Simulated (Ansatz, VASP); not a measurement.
## PbS: VASP beside Ansatz

The input INCAR:

```
SYSTEM = PbS
PREC = Accurate ; ENCUT = 500
EDIFF = 1E-7 ; ISMEAR = -1
SIGMA = 0.08 ; LREAL = .False.
LASPH = .True. ; NELM = 120
ALGO = Normal ; ISIF = 3
LWAVE = .False. ; LCHARG = .False.
GGA = CA ; IBRION = 2
NSW = 60 ; EDIFFG = -0.005
GGA_COMPAT = .False. ; NELMIN = 4
```

File KPOINTS:

```
Automatic mesh
0
Gamma
  12 12 12
  0 0 0
```

POSCAR

```
PbS
1.0
    0.0000000000      2.6934405028      2.6934405028
    2.6934405028      0.0000000000      2.6934405028
    2.6934405028      2.6934405028      0.0000000000
Pb S
1 1
Direct
    0.0000000000      0.0000000000      0.0000000000
    0.5000000000      0.5000000000      0.5000000000
```

Input for Ansatz:

```yaml
crystal:
  lattice:
    - [0.0, 2.6934405028, 2.6934405028]
    - [2.6934405028, 0.0, 2.6934405028]
    - [2.6934405028, 2.6934405028, 0.0]
  atoms:
    - { symbol: Pb, position: [0.0, 0.0, 0.0] }
    - { symbol: S, position: [0.5, 0.5, 0.5] }
kpoints:
  mp_grid: { grid: [12, 12, 12] }
scf:
  occupations: { method: fermi_dirac, width: 0.08 }
hamiltonian:
  xc: lda
  pseudopotentials: { kind: paw }
output:
  forces: true
  stress: true
  write_density: true
  write_potential: true
  elf: true
  volumetric_format: npy
relax:
  f_tol: 0.005
  max_steps: 40
  cell: {}
```

Alike in both runs: task relaxation of cell and atoms; functional LDA; k mesh 12 × 12 × 12; occupations fermi-dirac, width 0.08 eV; no spin polarisation.

|  | VASP | Ansatz |
| --- | --- | --- |
| version | VASP 6.6.1 | Ansatz 0.2.0 |
| potentials or method | VASP PAW LDA potentials, release 64 (Pb_d, S) | PAW with Ansatz's default frozen-core files, scalar-relativistic |
| plane-wave cutoff (eV) | 500 | 420 |
| valence electrons in the cell | 20 | 20 |

VASP gave:

| Property | Result |
| --- | --- |
| relaxed volume (Å³/atom) | 25.02 |
| relaxed cell length with the largest relative difference (Å) | 4.136 |

Estimate Ansatz's values.

relaxed volume (Å³/atom): 24.97; relaxed cell length with the largest relative difference (Å): 4.133.

LDA's correlation is that of Perdew and Zunger in VASP and of Perdew and Wang (1992) in Ansatz.

Spin-orbit coupling is off throughout. Noted on VASP's run: the volume moved by over 15 % at a fixed basis, so the end points are rough.
